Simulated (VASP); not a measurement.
Here is a VASP 6.6.1 calculation.

File INCAR:

```
SYSTEM = MgO
PREC     = Accurate       ! precision mode
ENCUT    = 520            ! plane-wave cutoff, eV
EDIFF    = 1E-7           ! SCF threshold, eV
ISMEAR   = 0              ! smearing method
SIGMA    = 0.1            ! smearing width, eV
LREAL    = .FALSE.        ! projectors in reciprocal space
LASPH    = .TRUE.         ! aspherical terms in the spheres
NELM     = 100            ! most SCF steps
ALGO     = Normal         ! electronic algorithm
ISIF     = 2              ! what is computed and relaxed
LWAVE    = .FALSE.        ! write WAVECAR
LCHARG   = .TRUE.         ! write CHGCAR
GGA      = RP             ! functional
IVDW     = 13             ! dispersion correction
LELF     = .TRUE.         ! ELF
LVHAR    = .TRUE.       
NBANDS   = 11             ! bands
```

The input KPOINTS:

```
regular mesh
0
G
  11 11 11
  0 0 0
```

The input POSCAR:

```
MgO
1.0
    0.0000000000      2.0970013927      2.0970013927
    2.0970013927      0.0000000000      2.0970013927
    2.0970013927      2.0970013927      0.0000000000
Mg O
1 1
Direct
    0.0000000000      0.0000000000      0.0000000000
    0.5000000000      0.5000000000      0.5000000000
```

Potentials or basis: VASP PAW PBE potentials, release 64 (Mg, O).

Run with:

```console
$ cat potpaw_PBE.64/Mg/POTCAR potpaw_PBE.64/O/POTCAR > POTCAR
$ mpirun -np 1 vasp_std > vasp.out
```

Q: Estimate the pressure.

A: 3.3 GPa.

Q: Estimate the band gap on the k mesh.

A: 4.95 eV, direct.

Caveat: the PAW data sets were made with another functional, which shifts forces and pressure a little. As with any semilocal functional, this RPBE gap is likely too small.
